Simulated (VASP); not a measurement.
Set up this calculation in VASP 6.6.1, as the native input.

| Property | Result |
| --- | --- |
| Task | single point |
| Functional | PBE |
| Potentials or basis | VASP PAW PBE potentials, release 64 (Y_sv, As) |
| Cutoff | 520 eV |
| k mesh | 4 × 4 × 4 |
| Occupations | gaussian, width 0.1 eV |
| Spin | no spin polarisation |
| Dipole correction | no |
| Further INCAR settings | ALGO = Normal; EDIFF = 1e-06; NBANDS = 24 |

The structure of YAs4 lies in POSCAR:

```
YAs4
1.0
   -3.2892693400      3.2892693400      3.2892693400
    3.2892693400     -3.2892693400      3.2892693400
    3.2892693400      3.2892693400     -3.2892693400
Y As
1 4
Direct
    0.0000000000      0.0000000000      0.0000000000
    0.5000000000      0.5000000000      0.5000000000
    0.0000000000      0.0000000000      0.5000000000
    0.0000000000      0.5000000000      0.0000000000
    0.5000000000      0.0000000000      0.0000000000
```

One way to write it, as run:

INCAR

```
PREC = Accurate
ENCUT = 520
EDIFF = 1E-6
ISMEAR = 0
SIGMA = 0.1
LREAL = F
LASPH = T
NELM = 100
ALGO = Normal
ISIF = 2
LWAVE = F
LCHARG = T
GGA = PE
LELF = T
LVHAR = T
NBANDS = 24
```

KPOINTS

```
regular mesh
0
Gamma
  4 4 4
```

Potentials or basis: VASP PAW PBE potentials, release 64 (Y_sv, As).

Command:

```console
$ cat potpaw_PBE.64/Y_sv/POTCAR potpaw_PBE.64/As/POTCAR > POTCAR
$ mpirun -np 1 vasp_std > vasp.out
```

It gave:

* Pressure: -3.6 GPa

Wall time 34 s on 1 thread of Intel(R) Xeon(R) 6975P-C (Granite Rapids), with other jobs on the host, peak memory 0.25 GiB.
